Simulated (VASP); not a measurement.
A run of VASP 6.6.1:

File INCAR:

```
ALGO = Normal
EDIFF = 1E-7
ENCUT = 520
GGA = PE
ISIF = 2
ISMEAR = 0
ISPIN = 2
LASPH = T
LCHARG = F
LORBIT = 11
LREAL = F
LWAVE = F
MAGMOM = 0 0 0 0 1
NBANDS = 21
NELM = 150
PREC = Accurate
SIGMA = 0.1
```

The input KPOINTS:

```
k-points
0
Gamma
  6 6 2
```

Contents of POSCAR:

```
Si2B2C
1.0
    3.1739679900      0.0000000000      0.0000000000
   -1.5869840000      2.7487369100      0.0000000000
    0.0000000000      0.0000000000      7.5415544600
Si B C
2 2 1
Direct
    0.3333333300      0.6666666700      0.2800150100
    0.3333333300      0.6666666700      0.7199849900
    0.6666666700      0.3333333300      0.5000000000
    0.0000000000      0.0000000000      0.0000000000
    0.3333333300      0.6666666700      0.5000000000
```

Potentials or basis: VASP PAW PBE potentials, release 64 (Si, B, C).

Run with:

```console
$ cat potpaw_PBE.64/Si/POTCAR potpaw_PBE.64/B/POTCAR potpaw_PBE.64/C/POTCAR > POTCAR
$ mpirun -np 1 vasp_std > vasp.out
```

Hardware: 1 thread of Intel(R) Xeon(R) 6975P-C (Granite Rapids) (shared host).

**Question.** Estimate the wall time of this run.

**Answer.** It took 16 s on 1 thread of Intel(R) Xeon(R) 6975P-C (Granite Rapids), with other jobs on the host, peak memory 0.2 GiB. Counts: scf iterations 16, k points 14.
